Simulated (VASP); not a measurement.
Write the native input for VASP 6.6.1 that does the following.

- Task: single point
- Functional: PBEsol
- Dispersion: D3(BJ)
- Potentials or basis: VASP PAW PBE potentials, release 64 (Be, Te)
- Cutoff: 520 eV
- k mesh: 15 × 15 × 15
- Occupations: fermi-dirac, width 0.08 eV
- Spin: no spin polarisation
- Dipole correction: no
- Further INCAR settings: ALGO = Normal; EDIFF = 1e-06; NBANDS = 11

The structure of BeTe (rocksalt type) lies in POSCAR:

```
BeTe
1.0
    0.0000000000      2.2357192788      2.2357192788
    2.2357192788      0.0000000000      2.2357192788
    2.2357192788      2.2357192788      0.0000000000
Be Te
1 1
Direct
    0.0000000000      0.0000000000      0.0000000000
    0.5000000000      0.5000000000      0.5000000000
```

The input as run:

INCAR

```
PREC     = Accurate       # precision mode
ENCUT    = 520            # plane-wave cutoff, eV
EDIFF    = 1E-6           # SCF threshold, eV
ISMEAR   = -1             # smearing method
SIGMA    = 0.08           # smearing width, eV
LREAL    = False          # projectors in reciprocal space
LASPH    = True           # aspherical terms in the spheres
NELM     = 60             # most SCF steps
ALGO     = Normal         # electronic algorithm
ISIF     = 2              # what is computed and relaxed
LWAVE    = False          # write WAVECAR
LCHARG   = True           # write CHGCAR
GGA      = PS             # functional
IVDW     = 12             # dispersion correction
LELF     = True           # ELF
LVHAR    = True         
NBANDS   = 11             # bands
```

KPOINTS

```
regular mesh
0
Gamma
  15 15 15
```

Potentials or basis: VASP PAW PBE potentials, release 64 (Be, Te).

Run with:

```bash
$ cat potpaw_PBE.64/Be/POTCAR potpaw_PBE.64/Te/POTCAR > POTCAR
$ mpirun -np 1 vasp_std > vasp.out
```

Results of the run:

```json
{"Pressure": "96.6 GPa", "Band gap on the k mesh": "zero (bands 4 and 5 overlap by 1.52 eV)", "Dispersion energy per atom": "-0.612 eV"}
```

Caveat: three body term missing; the cell stands under pressure; the PAW data sets were made with another functional, which shifts forces and pressure a little; spin-orbit coupling is left out, which moves the levels of the heavy elements.

Wall time 14 s on 1 thread of AMD EPYC 9R45 96-Core Processor (Zen 5) (shared host), peak memory 0.14 GiB.
